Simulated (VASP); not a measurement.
# WSe2 in VASP: further runs

WSe2 is run at these levels: PBEsol; tasks: single point.

Everything below comes from runs of VASP 6.6.1. Logs are shortened: lines on timing, memory, paths and dates and some standing lists are left out, and cuts for length are marked.

### 1 The cell of the first run

The cell holds a slab with vacuum, 6 atoms: a = 3.271 Å, b = 3.271 Å, c = 22.541 Å, α = 90.00°, β = 90.00°, γ = 120.00°.

### 2 Single point, PBEsol (34.81 Å³/atom)

Input file INCAR:

```
  ALGO = Normal
  EDIFF = 1E-6
  ENCUT = 520
  GGA = PS
  ISIF = 2
  ISMEAR = 0
  LASPH = T
  LCHARG = T
  LELF = T
  LREAL = F
  LVHAR = T
  LWAVE = F
  NBANDS = 35
  NELM = 80
  PREC = Accurate
  SIGMA = 0.02
```

Input file KPOINTS:

```
k-points
0
Gamma
  12 12 2
```

Input file POSCAR:

```
WSe2
1.0
    3.2708561271      0.0000000000      0.0000000000
   -1.6354280635      2.8326444982      0.0000000000
    0.0000000000      0.0000000000     22.5411403397
W Se
2 4
Direct
    0.6666666667      0.3333333333      0.1465549843
    0.3333333333      0.6666666667      0.8534450157
    0.3333333333      0.6666666667      0.2207301960
    0.6666666667      0.3333333333      0.9277238407
    0.3333333333      0.6666666667      0.0722761593
    0.6666666667      0.3333333333      0.7792698040
```

Potentials or basis: VASP PAW PBE potentials, release 64 (W_sv, Se).

Started as:

```
$ cat potpaw_PBE.64/W_sv/POTCAR potpaw_PBE.64/Se/POTCAR > POTCAR
$ mpirun -np 1 vasp_std > vasp.out
```

OUTCAR:

```text
EDIFF = 1E-6
   ENCUT = 520
   GGA = PS
   ISIF = 2
   ISMEAR = 0
   LASPH = T
   LREAL = F
   NELM = 80
   PREC = Accurate

 ion  position               nearest neighbor table
   1  0.667  0.333  0.147-   3 2.52   3 2.52   3 2.52   5 2.52   5 2.52   5 2.52
   2  0.333  0.667  0.853-   6 2.52   6 2.52   6 2.52   4 2.52   4 2.52   4 2.52
   3  0.333  0.667  0.221-   1 2.52   1 2.52   1 2.52
   4  0.667  0.333  0.928-   2 2.52   2 2.52   2 2.52
   5  0.333  0.667  0.072-   1 2.52   1 2.52   1 2.52
   6  0.667  0.333  0.779-   2 2.52   2 2.52   2 2.52

  LATTYP: Found a hexagonal cell.
 ALAT       =     3.2708561271
 C/A-ratio  =     6.8915108044

  Lattice vectors:

 A1 = (   3.2708561271,   0.0000000000,   0.0000000000)
 A2 = (  -1.6354280635,   2.8326444982,   0.0000000000)
 A3 = (   0.0000000000,   0.0000000000,  22.5411403397)

Analysis of symmetry for initial positions (statically):
=====================================================================
 Subroutine PRICEL returns:
 Original cell was already a primitive cell.

 Routine SETGRP: Setting up the symmetry group for a
 hexagonal supercell.

 Subroutine GETGRP returns: Found 12 space group operations
 (whereof 12 operations were pure point group operations)
 out of a pool of 24 trial point group operations.

The static configuration has the point symmetry D_3d.

Analysis of symmetry for dynamics (positions and initial velocities):
=====================================================================
 Subroutine PRICEL returns:
 Original cell was already a primitive cell.

 Routine SETGRP: Setting up the symmetry group for a
 hexagonal supercell.

 Subroutine GETGRP returns: Found 12 space group operations
 (whereof 12 operations were pure point group operations)
 out of a pool of 24 trial point group operations.

The dynamic configuration has the point symmetry D_3d.

 Subroutine INISYM returns: Found 12 space group operations
 (whereof 12 operations are pure point group operations),
 and found     1 'primitive' translations

----------------------------------------------------------------------------------------

                                     Primitive cell

  volume of cell :     208.8476

  direct lattice vectors                    reciprocal lattice vectors
     3.270856127  0.000000000  0.000000000     0.305730354  0.176513502  0.000000000
    -1.635428064  2.832644498  0.000000000     0.000000000  0.353027004  0.000000000
     0.000000000  0.000000000 22.541140340     0.000000000  0.000000000  0.044363328

  length of vectors
     3.270856127  3.270856127 22.541140340     0.353027004  0.353027004  0.044363328

  position of ions in fractional coordinates (direct lattice)
     0.666666667  0.333333333  0.146554984
     0.333333333  0.666666667  0.853445016
     0.333333333  0.666666667  0.220730196
     0.666666667  0.333333333  0.927723841
     0.333333333  0.666666667  0.072276159
     0.666666667  0.333333333  0.779269804

  ion indices of the primitive-cell ions
   primitive index   ion index
                 1           1
                 2           2
                 3           3
                 4           4
                 5           5
                 6           6

----------------------------------------------------------------------------------------

 KPOINTS: k-points

Automatic generation of k-mesh.
 Grid dimensions read from file:
 generate k-points for:   12   12    2

 Generating k-lattice:

  Cartesian coordinates                     Fractional coordinates (reciprocal lattice)
     0.025477529  0.014709458  0.000000000     0.083333333 -0.000000000  0.000000000
     0.000000000  0.029418917  0.000000000     0.000000000  0.083333333  0.000000000
     0.000000000  0.000000000  0.022181664     0.000000000  0.000000000  0.500000000

  Length of vectors
     0.029418917  0.029418917  0.022181664

  Shift w.r.t. Gamma in fractional coordinates (k-lattice)
     0.000000000  0.000000000  0.000000000

 Subroutine IBZKPT returns following result:
 ===========================================

 Found     38 irreducible k-points:

 Following reciprocal coordinates:
            Coordinates               Weight
  0.000000  0.000000  0.000000      1.000000
  0.083333  0.000000  0.000000      6.000000
  0.166667  0.000000  0.000000      6.000000
  0.250000  0.000000  0.000000      6.000000
  0.333333  0.000000  0.000000      6.000000
  0.416667  0.000000  0.000000      6.000000
[... 16 lines left out ...]
  0.250000  0.000000  0.500000      6.000000
  0.333333  0.000000  0.500000      6.000000
 [... further k-points ...]
   k-points           NKPTS =     38   k-points in BZ     NKDIM =     38   number of bands    NBANDS=     35
   number of dos      NEDOS =    301   number of ions     NIONS =      6
   total plane-waves  NPLWV =  96768
   dimension x,y,z NGX =    24 NGY =   24 NGZ =  168
   dimension x,y,z NGXF=    48 NGYF=   48 NGZF=  336
   ions per type =               2   4
   NGX,Y,Z   is equivalent  to a cutoff of  12.20, 12.20, 12.39 a.u.
   NGXF,Y,Z  is equivalent  to a cutoff of  24.40, 24.40, 24.78 a.u.
 SYSTEM =  unknown system
   PREC   = accura    normal or accurate (medium, high low for compatibility)
   ISTART =      0    job   : 0-new  1-cont  2-samecut
   ICHARG =      2    charge: 1-file 2-atom 10-const
   ISPIN  =      1    spin polarized calculation?
   LNONCOLLINEAR =      F non collinear calculations
   LSORBIT =      F    spin-orbit coupling
   LASPH  =      T    aspherical Exc in radial PAW
   ENCUT  =  520.0 eV  38.22 Ry    6.18 a.u.   6.08  6.08 41.91*2*pi/ulx,y,z
   NELM   =     80;   NELMIN=  2; NELMDL= -5     # of ELM steps
   EDIFF  = 0.1E-05   stopping-criterion for ELM
   LREAL  =      F    real-space projection
   EDIFFG = 0.1E-04   stopping-criterion for IOM
   NSW    =      0    number of steps for IOM
   IBRION =     -1    ionic relax: 0-MD 1-quasi-New 2-CG
   NFREE  =      0    steps in history (QN), initial steepest desc. (CG)
   ISIF   =      2    stress and relaxation
   ISYM   =      2    0-nonsym 1-usesym 2-fastsym
   POTIM  = 0.5000    time-step for ionic-motion
   TEBEG  =    0.0;   TEEND  =   0.0 temperature during run
   PSTRESS=    0.0 pullay stress
   NELECT =      52.0000    total number of electrons
   NUPDOWN=      -1.0000    fix difference up-down
   EMIN   =  10.00;   EMAX   =-10.00  energy-range for DOS
   EFERMI =   0.00;   METHOD = LEGACY
   ISMEAR =     0;   SIGMA  =   0.02  broadening in eV -4-tet -1-fermi 0-gaus
   EFERMI_NEDOS =   21; number of points for ismear=-14 and -15
   IALGO  =     38    algorithm
   IMIX   =      4    mixing-type and parameters
     AMIX     =   0.40;   BMIX     =  1.00
     AMIX_MAG =   1.60;   BMIX_MAG =  1.00
  volume/ion in A,a.u.               =      34.81       234.90
  Fermi-wavevector in a.u.,A,eV,Ry     =   1.029910  1.946249 14.431912  1.060716
  Thomas-Fermi vector in A             =   2.163982
   LORBIT       =      0    0 simple, 1 ext, 2 COOP (PROOUT), +10 PAW based schemes
   GGA     = PS    functional components
   LHFCALC =     F    Hartree Fock is set to
   AEXX    =    0.0000 exact exchange contribution
   IVDW    =     0    specifies the selected vdW correction
   LEPSILON=     F    determine dielectric tensor
   LRPA    =     F    only Hartree local field effects (RPA)
 non-spin polarized calculation
 Gauss-broadening in eV      SIGMA  =   0.02
  energy-cutoff  :      520.00
  volume of cell :      208.85
 maximum number of plane-waves:      5688
   NGX = 13   NGY = 13   NGZ = 83

 number of electron      51.9999996 magnetization

 Free energy of the ion-electron system (eV)
  ---------------------------------------------------
  ext. energy  EPLUGINS =         0.00000000
  ---------------------------------------------------
  free energy    TOTEN  =       -46.51109278 eV

  energy without entropy =      -46.51109278  energy(sigma->0) =      -46.51109278

 E-fermi :   1.4833     XC(G=0):  -6.7595

 val. band max:        1.2830027087   @ k =   0.3333   0.3333   0.5000
 cond. band min:       2.7039030165   @ k =   0.1667   0.1667   0.0000
 fundamental gap:      1.4209003078
 Fermi energy:         1.4833229050

 k-point     1 :       0.0000    0.0000    0.0000
  band No.  band energies     occupation
      1     -72.7069      2.00000
      2     -72.7069      2.00000
      3     -36.9724      2.00000
      4     -36.9724      2.00000
      5     -36.8225      2.00000
      6     -36.8225      2.00000
[... 27 lines left out ...]
     34       4.5256      0.00000
     35       5.6799      0.00000

 k-point     2 :       0.0833    0.0000    0.0000
  band No.  band energies     occupation
      1     -72.7062      2.00000
      2     -72.7062      2.00000
      3     -36.9692      2.00000
      4     -36.9692      2.00000
      5     -36.8396      2.00000
      6     -36.8396      2.00000
[... 27 lines left out ...]
     34       4.5037      0.00000
     35       5.9675      0.00000

 k-point     3 :       0.1667    0.0000    0.0000
  band No.  band energies     occupation
      1     -72.7041      2.00000
      2     -72.7041      2.00000
      3     -36.9602      2.00000
      4     -36.9602      2.00000
      5     -36.8858      2.00000
      6     -36.8858      2.00000
[... 27 lines left out ...]
     34       4.9368      0.00000
     35       6.3997      0.00000
[... 723 lines left out ...]
 k-point    23 :       0.2500    0.0000    0.5000
  band No.  band energies     occupation
      1     -72.7013      2.00000
      2     -72.7013      2.00000
      3     -36.9484      2.00000
      4     -36.9484      2.00000
      5     -36.9480      2.00000
      6     -36.9480      2.00000
[... 27 lines left out ...]
     34       5.3696      0.00000
     35       6.9871      0.00000

 k-point    24 :       0.3333    0.0000    0.5000
  band No.  band energies     occupation
      1     -72.6985      2.00000
      2     -72.6984      2.00000
      3     -37.0103      2.00000
      4     -37.0103      2.00000
      5     -36.9358      2.00000
      6     -36.9358      2.00000
[... 27 lines left out ...]
     34       5.6702      0.00000
     35       7.0994      0.00000

 [... further k-points ...]

------------------------ aborting loop because EDIFF is reached ----------------------------------------

  FORCE on cell =-STRESS in cart. coord.  units (eV):
  Direction    XX          YY          ZZ          XY          YZ          ZX
  --------------------------------------------------------------------------------------
  -------------------------------------------------------------------------------------
  Total        0.2823589      0.2823589      0.4162628      0.0000000      0.0000000     -0.0000000
  in kB        2.1661210      2.1661210      3.1933668      0.0000000      0.0000000     -0.0000000
  external PRESSURE =       2.5085362 kB  Pullay stress =       0.0000000 kB

 VOLUME and BASIS-vectors are now :
 -----------------------------------------------------------------------------
  energy-cutoff  :      520.00
  volume of cell :      208.85
      direct lattice vectors                 reciprocal lattice vectors
     3.270856127  0.000000000  0.000000000     0.305730354  0.176513502  0.000000000
    -1.635428064  2.832644498  0.000000000     0.000000000  0.353027004  0.000000000
     0.000000000  0.000000000 22.541140340     0.000000000  0.000000000  0.044363328

 POSITION                                       TOTAL-FORCE (eV/Angst)
 -----------------------------------------------------------------------------------
      1.63543      0.94421      3.30352        -0.000000      0.000000      0.000414
     -0.00000      1.88843     19.23762         0.000000     -0.000000     -0.000414
     -0.00000      1.88843      4.97551         0.000000      0.000000      0.065791
      1.63543      0.94421     20.91195         0.000000      0.000000      0.065278
     -0.00000      1.88843      1.62919         0.000000     -0.000000     -0.065278
      1.63543      0.94421     17.56563        -0.000000     -0.000000     -0.065791
 -----------------------------------------------------------------------------------
    total drift:                                0.000000     -0.000000      0.000000

  FREE ENERGIE OF THE ION-ELECTRON SYSTEM (eV)
  ---------------------------------------------------
  free  energy   TOTEN  =       -46.5110927780 eV

  energy  without entropy=      -46.5110927780  energy(sigma->0) =      -46.51109278
```

It took 8.7 min on 1 thread of Intel Xeon 8259CL, shared host; peak memory 0.45 GiB.

What came out:

```yaml
Free_energy: -46.5111 eV
Largest_force: 0.066 eV/Å
Band_gap_on_the_k_mesh: 1.42 eV (least direct gap 1.64 eV)
```

Forces on the atoms (eV/Å):
```
W    0.000  0.000  0.000
W    0.000  0.000  0.000
Se   0.000  0.000  0.066
Se   0.000  0.000  0.065
Se   0.000  0.000 -0.065
Se   0.000  0.000 -0.066
```

Levels at points of the mesh, in eV from the valence-band top:
```tsv
k point	band 22	band 23	band 24	band 25	band 26	band 27	band 28	band 29	band 30	band 31
(0.00, 0.00, 0.00)	-1.23	-1.21	-1.21	-0.63	-0.01	2.99	2.99	3.02	3.02	3.17
(0.50, 0.00, 0.00)	-2.21	-1.11	-1.06	-0.95	-0.85	2.47	2.49	2.71	2.89	3.44
(0.00, 0.00, 0.50)	-1.23	-1.21	-1.21	-0.63	-0.01	2.99	2.99	3.02	3.02	3.17
(0.50, 0.00, 0.50)	-2.21	-1.11	-1.06	-0.95	-0.85	2.47	2.49	2.71	2.89	3.44
```

Caveat: there is no dipole correction, which matters where the two faces differ; the PAW data sets were made with another functional, which shifts forces and pressure a little; spin-orbit coupling is left out, which moves the levels of the heavy elements.

[end of part 1 of 2]
